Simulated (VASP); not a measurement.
# VO2 (P4_2/mnm) in VASP: notebook, part 2 of 2

VASP 6.6.1. The steps go on from the part before.

### 3 Single point, PBE (9.65 Å³/atom)

This run uses another cell than the first one, of 9.65 Å³/atom.

INCAR

```
SYSTEM = VO2
PREC = Accurate
ENCUT = 600
EDIFF = 1E-6
ISMEAR = 0
SIGMA = 0.05
LREAL = .False.
LASPH = .True.
NELM = 120
ALGO = Normal
ISIF = 2
LWAVE = .False.
LCHARG = .False.
GGA = PE
NBANDS = 34
GGA_COMPAT = .False.
```

KPOINTS

```
regular mesh
0
Gamma
  6 6 10
  0 0 0
```

POSCAR

```
VO2
1.0
    4.5822666915      0.0000000000      0.0000000000
    0.0000000000      4.5822666915      0.0000000000
    0.0000000000      0.0000000000      2.7581021558
V O
2 4
Direct
    0.0000000000      0.0000000000      0.0000000000
    0.5000000000      0.5000000000      0.5000000000
    0.2975626579      0.2975626579      0.0000000000
    0.2024373421      0.7975626579      0.5000000000
    0.7024373421      0.7024373421      0.0000000000
    0.7975626579      0.2024373421      0.5000000000
```

Potentials or basis: VASP PAW PBE potentials, release 64 (V_sv, O).

Command:

```console
$ cat potpaw_PBE.64/V_sv/POTCAR potpaw_PBE.64/O/POTCAR > POTCAR
$ mpirun -np 1 vasp_std > vasp.out
```

OUTCAR:

```text
SYSTEM = VO2
   PREC = Accurate
   ENCUT = 600
   EDIFF = 1E-6
   ISMEAR = 0
   LREAL = .False.
   LASPH = .True.
   NELM = 120
   ISIF = 2
   GGA = PE

 ion  position               nearest neighbor table
   1  0.000  0.000  0.000-   4 1.90   6 1.90   4 1.90   6 1.90   5 1.93   3 1.93
   2  0.500  0.500  0.500-   3 1.90   5 1.90   3 1.90   5 1.90   4 1.93   6 1.93
   3  0.298  0.298  0.000-   2 1.90   2 1.90   1 1.93
   4  0.202  0.798  0.500-   1 1.90   1 1.90   2 1.93
   5  0.702  0.702  0.000-   2 1.90   2 1.90   1 1.93
   6  0.798  0.202  0.500-   1 1.90   1 1.90   2 1.93

  LATTYP: Found a simple tetragonal cell.
 ALAT       =     4.5822666915
 C/A-ratio  =     0.6019078202

  Lattice vectors:

 A1 = (   4.5822666915,   0.0000000000,   0.0000000000)
 A2 = (   0.0000000000,   4.5822666915,   0.0000000000)
 A3 = (   0.0000000000,   0.0000000000,   2.7581021558)

Analysis of symmetry for initial positions (statically):
=====================================================================
 Subroutine PRICEL returns:
 Original cell was already a primitive cell.

 Routine SETGRP: Setting up the symmetry group for a
 simple tetragonal supercell.

 Subroutine GETGRP returns: Found 16 space group operations
 (whereof  8 operations were pure point group operations)
 out of a pool of 16 trial point group operations.

The static configuration has the point symmetry D_2h.
 The point group associated with its full space group is D_4h.

Analysis of symmetry for dynamics (positions and initial velocities):
=====================================================================
 Subroutine PRICEL returns:
 Original cell was already a primitive cell.

 Routine SETGRP: Setting up the symmetry group for a
 simple tetragonal supercell.

[... 132 lines left out ...]
     AMIX     =   0.40;   BMIX     =  1.00
     AMIX_MAG =   1.60;   BMIX_MAG =  1.00
  volume/ion in A,a.u.               =       9.65        65.14
  Fermi-wavevector in a.u.,A,eV,Ry     =   1.558862  2.945823 33.062868  2.430052
  Thomas-Fermi vector in A             =   2.662305
   LORBIT       =      0    0 simple, 1 ext, 2 COOP (PROOUT), +10 PAW based schemes
   GGA     = PE    functional components
   LHFCALC =     F    Hartree Fock is set to
   AEXX    =    0.0000 exact exchange contribution
   IVDW    =     0    specifies the selected vdW correction
   LEPSILON=     F    determine dielectric tensor
   LRPA    =     F    only Hartree local field effects (RPA)
 non-spin polarized calculation
 Gauss-broadening in eV      SIGMA  =   0.05
  energy-cutoff  :      600.00
  volume of cell :       57.91
 maximum number of plane-waves:      1952
 NGX is ok and might be reduce to    40
   NGX = 19   NGY = 19   NGZ = 11

 number of electron      50.0000002 magnetization

 Free energy of the ion-electron system (eV)
  ---------------------------------------------------
  ext. energy  EPLUGINS =         0.00000000
  ---------------------------------------------------
  free energy    TOTEN  =       -51.77185471 eV

  energy without entropy =      -51.76346617  energy(sigma->0) =      -51.76766044

 E-fermi :   6.6932     XC(G=0): -11.8869

 val. band max:        6.6884858193   @ k =   0.1667   0.1667   0.2000
 cond. band min:       6.6953575501   @ k =   0.5000   0.0000   0.3000
 fundamental gap:      0.0068717307
 Fermi energy:         6.6931673520

 k-point     1 :       0.0000    0.0000    0.0000
  band No.  band energies     occupation
      1     -59.0590      2.00000
      2     -59.0491      2.00000
      3     -32.9360      2.00000
      4     -32.9360      2.00000
      5     -32.8554      2.00000
      6     -32.8366      2.00000
[... 877 lines left out ...]
     33      11.0026      0.00000
     34      11.0026      0.00000

 [... further k-points ...]

------------------------ aborting loop because EDIFF is reached ----------------------------------------

  FORCE on cell =-STRESS in cart. coord.  units (eV):
  Direction    XX          YY          ZZ          XY          YZ          ZX
  --------------------------------------------------------------------------------------
  -------------------------------------------------------------------------------------
  Total        1.9993780      1.9993780      2.1551611      0.0000000      0.0000000      0.0000000
  in kB       55.3139192     55.3139192     59.6237459      0.0000000      0.0000000      0.0000000
  external PRESSURE =      56.7505281 kB  Pullay stress =       0.0000000 kB

 VOLUME and BASIS-vectors are now :
 -----------------------------------------------------------------------------
  energy-cutoff  :      600.00
  volume of cell :       57.91
      direct lattice vectors                 reciprocal lattice vectors
     4.582266692  0.000000000  0.000000000     0.218232606  0.000000000  0.000000000
     0.000000000  4.582266692  0.000000000     0.000000000  0.218232606  0.000000000
     0.000000000  0.000000000  2.758102156     0.000000000  0.000000000  0.362568151

 POSITION                                       TOTAL-FORCE (eV/Angst)
 -----------------------------------------------------------------------------------
      0.00000      0.00000      0.00000         0.000000     -0.000000      0.000000
      2.29113      2.29113      1.37905         0.000000     -0.000000      0.000000
      1.36351      1.36351      0.00000        -0.025700     -0.025700     -0.000000
      0.92762      3.65464      1.37905         0.025700     -0.025700     -0.000000
      3.21876      3.21876      0.00000         0.025700      0.025700      0.000000
      3.65464      0.92762      1.37905        -0.025700      0.025700      0.000000
 -----------------------------------------------------------------------------------
    total drift:                                0.000000     -0.000000     -0.000000

  FREE ENERGIE OF THE ION-ELECTRON SYSTEM (eV)
  ---------------------------------------------------
  free  energy   TOTEN  =       -51.7718547143 eV

  energy  without entropy=      -51.7634661675  energy(sigma->0) =      -51.76766044
```

stdout:

```text
POSCAR found type information on POSCAR V O
 POSCAR found :  2 types and       6 ions
 scaLAPACK will be used
 LDA part: xc-table for (Slater+PW92), standard interpolation
 POSCAR, INCAR and KPOINTS ok, starting setup
 FFT: planning ... GRIDC
 FFT: planning ... GRID_SOFT
 FFT: planning ... GRID
 WAVECAR not read
 entering main loop
```

Wall time 3 min (1 thread of Intel Xeon 8259CL, shared host); peak memory 0.26 GiB.

Results:

```
Free energy            : -51.7719 eV
Pressure               : 5.7 GPa
Largest force          : 0.036 eV/Å
Band gap on the k mesh : zero (bands 25 and 26 overlap by 1.48 eV)
```

Forces on the atoms (eV/Å):
```
V    0.000  0.000  0.000
V    0.000  0.000  0.000
O   -0.026 -0.026  0.000
O    0.026 -0.026  0.000
O    0.026  0.026  0.000
O   -0.026  0.026  0.000
```

Caveat: the cell stands under pressure; the run has no spin polarisation, though such a crystal can be magnetic; semilocal functionals often make such compounds metallic where correlation or magnetic order opens a gap, which also shifts bond lengths.

### 4 Single point, PBE (10.05 Å³/atom)

This run uses another cell than the first one, of 10.05 Å³/atom.

INCAR

```
SYSTEM = VO2
ALGO = Normal
EDIFF = 1E-6
ENCUT = 600
GGA = PE
GGA_COMPAT = .False.
ISIF = 2
ISMEAR = 0
LASPH = .True.
LCHARG = .False.
LREAL = .False.
LWAVE = .False.
NBANDS = 34
NELM = 120
PREC = Accurate
SIGMA = 0.05
```

KPOINTS

```
k-points
0
Gamma
  6 6 10
  0 0 0
```

POSCAR

```
VO2
1.0
    4.6480615310      0.0000000000      0.0000000000
    0.0000000000      4.6480615310      0.0000000000
    0.0000000000      0.0000000000      2.7899821859
V O
2 4
Direct
    0.0000000000      0.0000000000      0.0000000000
    0.5000000000      0.5000000000      0.5000000000
    0.2996657955      0.2996657955      0.0000000000
    0.2003342045      0.7996657955      0.5000000000
    0.7003342045      0.7003342045      0.0000000000
    0.7996657955      0.2003342045      0.5000000000
```

Command:

```console
$ cat potpaw_PBE.64/V_sv/POTCAR potpaw_PBE.64/O/POTCAR > POTCAR
$ mpirun -np 1 vasp_std > vasp.out
```

Run time: 3.3 min. Hardware: 1 thread of Intel Xeon 8259CL, shared host; peak memory 0.26 GiB.

The run converged. Its results:

```yaml
Free_energy: -51.7892 eV
Pressure: -3.6 GPa
Largest_force: 0.043 eV/Å
Band_gap_on_the_k_mesh: zero (bands 25 and 26 overlap by 1.32 eV)
```

Forces on the atoms (eV/Å):
```
V    0.000  0.000  0.000
V    0.000  0.000  0.000
O   -0.030 -0.030  0.000
O    0.030 -0.030  0.000
O    0.030  0.030  0.000
O   -0.030  0.030  0.000
```

Stress tensor (GPa, compression positive):
```
-3.77  0.00  0.00
 0.00 -3.77  0.00
 0.00  0.00 -3.23
```

Levels at points of the mesh, in eV from the Fermi level:
| k point | band 22 | band 23 | band 24 | band 25 | band 26 | band 27 | band 28 | band 29 |
| --- | --- | --- | --- | --- | --- | --- | --- | --- |
| (0.00, 0.00, 0.00) | -2.20 | -2.17 | -1.80 | -0.67 | -0.66 | 0.07 | 0.07 | 0.18 |
| (0.50, 0.00, 0.00) | -3.10 | -2.45 | -2.45 | -0.06 | -0.06 | 0.57 | 0.57 | 1.28 |
| (0.50, 0.50, 0.00) | -3.01 | -2.75 | -2.75 | -0.72 | -0.72 | 0.08 | 0.08 | 1.61 |
| (0.00, 0.00, 0.50) | -3.96 | -3.33 | -3.33 | 0.60 | 0.60 | 1.10 | 1.10 | 1.10 |
| (0.50, 0.00, 0.50) | -3.89 | -2.73 | -2.73 | -0.51 | -0.51 | 1.05 | 1.05 | 1.40 |
| (0.50, 0.50, 0.50) | -3.03 | -2.50 | -2.50 | 0.31 | 0.31 | 0.60 | 0.60 | 1.09 |

Caveat: the cell stands under tension; the run has no spin polarisation, though such a crystal can be magnetic; semilocal functionals often make such compounds metallic where correlation or magnetic order opens a gap, which also shifts bond lengths.

### 5 Overview

| cell | gap on the mesh (eV) | pressure (GPa) | largest force (eV/Å) |
| --- | --- | --- | --- |
| a = 4.550, b = 4.550, c = 2.740 Å, 6 atoms, atomic positions A | none | 11.2 | 0.03 |
| a = 4.582, b = 4.582, c = 2.758 Å, 6 atoms, atomic positions A | none | 5.7 | 0.04 |
| a = 4.648, b = 4.648, c = 2.790 Å, 6 atoms, atomic positions B | none | -3.6 | 0.04 |

Alike in all rows: task single point; level PBE; potentials or basis VASP PAW PBE potentials, release 64 (V_sv, O); no spin polarisation; k mesh 6 × 6 × 10; cutoff (eV) 600; smearing gaussian 0.05 eV.

Caveats: the run has no spin polarisation, though such a crystal can be magnetic; semilocal functionals often make such compounds metallic where correlation or magnetic order opens a gap, which also shifts bond lengths; the cell stands under pressure (at least some runs); the cell stands under tension (at least some runs).

Absolute energies hang on the potentials; compare differences alone.
